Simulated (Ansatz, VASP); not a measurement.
Si: VASP beside Ansatz

The input POSCAR:

```
Si
1.0
    2.5632758802      0.0000000000      0.0000000000
   -1.2816379401      2.2198620292      0.0000000000
    0.0000000000      0.0000000000      2.4937990725
Si
1
Direct
    0.0000000000      0.0000000000      0.0000000000
```

INCAR.step1

```
PREC = Accurate ; ENCUT = 520
ISMEAR = 0 ; SIGMA = 0.15
LREAL = F ; LASPH = T
NELM = 80 ; NBANDS = 8
GGA = PE ; ALGO = Normal
EDIFF = 1E-4 ; LWAVE = T
LCHARG = F
```

File INCAR.step2:

```
PREC = Accurate ; ENCUT = 520
EDIFF = 1E-7 ; ISMEAR = 0
SIGMA = 0.15 ; LREAL = F
LASPH = T ; NELM = 80
ALGO = Normal ; ISIF = 2
LWAVE = F ; LCHARG = F
METAGGA = R2SCAN ; LMIXTAU = T
NBANDS = 8 ; ISTART = 1
```

KPOINTS

```
regular mesh
0
Gamma
  24 24 24
```

Input for Ansatz:

```yaml
crystal:
  lattice:
    - [2.5632758802, 0.0, 0.0]
    - [-1.2816379401, 2.2198620292, 0.0]
    - [0.0, 0.0, 2.4937990725]
  atoms:
    - { symbol: Si, position: [0.0, 0.0, 0.0] }
basis:
  ecutwfc: 500
kpoints:
  mp_grid: { grid: [24, 24, 24] }
hamiltonian:
  xc: r2scan
scf:
  occupations: { method: gaussian, width: 0.15 }
output:
  forces: true
  stress: true
  eigenvalues: true
```

Change from the starting cell: strain -0.025 along x and y, +0.000 along z, atoms carried along.

Alike in both runs: task single point; functional r2SCAN; k mesh 24 × 24 × 24; occupations gaussian, width 0.15 eV; no spin polarisation.

|  | VASP | Ansatz |
| --- | --- | --- |
| version | VASP 6.6.1 | Ansatz 0.2.0 |
| potentials or method | VASP PAW PBE potentials, release 64 (Si), cutoff 520 eV | scalar-relativistic, plane waves, PAW |
| valence electrons in the cell | 4 | 4 |

|  | VASP | Ansatz | Ansatz less VASP |
| --- | --- | --- | --- |
| gap on the k mesh at the Fermi level (eV) | none | none | - |
| pressure (GPa) | 6.1 | 6.2 | +0.09 |
| traceless stress, the component that is largest in VASP (GPa) | -5.99 | -5.93 | +0.058 |

VASP's potentials were made for PBE, not for r2SCAN. A gap of «none» marks a metal or a gap that the smearing closes.
